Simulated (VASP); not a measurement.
A run of VASP 6.6.1 is set up as follows.

Contents of INCAR:

```
SYSTEM = Be2C
PREC     = Accurate       ! precision mode
ENCUT    = 600            ! plane-wave cutoff, eV
EDIFF    = 1E-6           ! SCF threshold, eV
ISMEAR   = 0              ! smearing method
SIGMA    = 0.01           ! smearing width, eV
LREAL    = .False.        ! projectors in reciprocal space
LASPH    = .True.         ! aspherical terms in the spheres
NELM     = 120            ! most SCF steps
ALGO     = Normal         ! electronic algorithm
ISIF     = 2              ! what is computed and relaxed
LWAVE    = .False.        ! write WAVECAR
LCHARG   = .False.        ! write CHGCAR
NBANDS   = 11             ! bands
GGA_COMPAT= .False.
```

The input KPOINTS:

```
Automatic mesh
0
Gamma
  4 4 4
  0 0 0
```

Contents of POSCAR:

```
Be2C
1.0
    0.0000000000      2.1650000000      2.1650000000
    2.1650000000      0.0000000000      2.1650000000
    2.1650000000      2.1650000000      0.0000000000
Be C
2 1
Direct
    0.2500000000      0.2500000000      0.2500000000
    0.7500000000      0.7500000000      0.7500000000
    0.0000000000      0.0000000000      0.0000000000
```

Potentials or basis: VASP PAW LDA potentials, release 64 (Be, C).

The run is started by

```bash
$ cat potpaw_LDA.64/Be/POTCAR potpaw_LDA.64/C/POTCAR > POTCAR
$ mpirun -np 1 vasp_std > vasp.out
```

Task: Predict the pressure.

Result: -8.2 GPa.

Task: What does it give for the band gap on the k mesh?

Result: 1.15 eV (least direct gap 3.99 eV).

Caveat: the k points lie up to 0.63 Å⁻¹ apart. A k mesh can miss the band edges.
